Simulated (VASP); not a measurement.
Input of a VASP 6.6.1 run:

INCAR

```
PREC = Accurate
ENCUT = 520
EDIFF = 1E-6
ISMEAR = -1
SIGMA = 0.1
LREAL = F
LASPH = T
NELM = 80
ALGO = Normal
ISIF = 2
LWAVE = F
LCHARG = F
GGA = B5
ALDAX = 1.0
AGGAX = 1.0
AGGAC = 1.0
ALDAC = 0.0
NBANDS = 21
```

Contents of KPOINTS:

```
Automatic mesh
0
Gamma
  15 15 7
```

File POSCAR:

```
W
1.0
    2.6865887815      0.0000000000      0.0000000000
   -1.3432943908      2.3266541343      0.0000000000
    0.0000000000      0.0000000000      4.8212209518
W
2
Direct
    0.3333333333      0.6666666667      0.2500000000
    0.6666666667      0.3333333333      0.7500000000
```

Potentials or basis: VASP PAW PBE potentials, release 64 (W_sv).

Run with:

```sh
$ cat potpaw_PBE.64/W_sv/POTCAR > POTCAR
$ mpirun -np 1 vasp_std > vasp.out
```

(1) Predict the pressure.

(2) Estimate the band gap on the k mesh.

## Answers

(1) 44.7 GPa.

(2) zero (band 14 reaches 13.76 eV, above the bottom of band 15 at 11.94 eV).

Caveat: the PAW data sets were made with another functional, which shifts forces and pressure a little; spin-orbit coupling is left out, which moves the levels of the heavy elements.
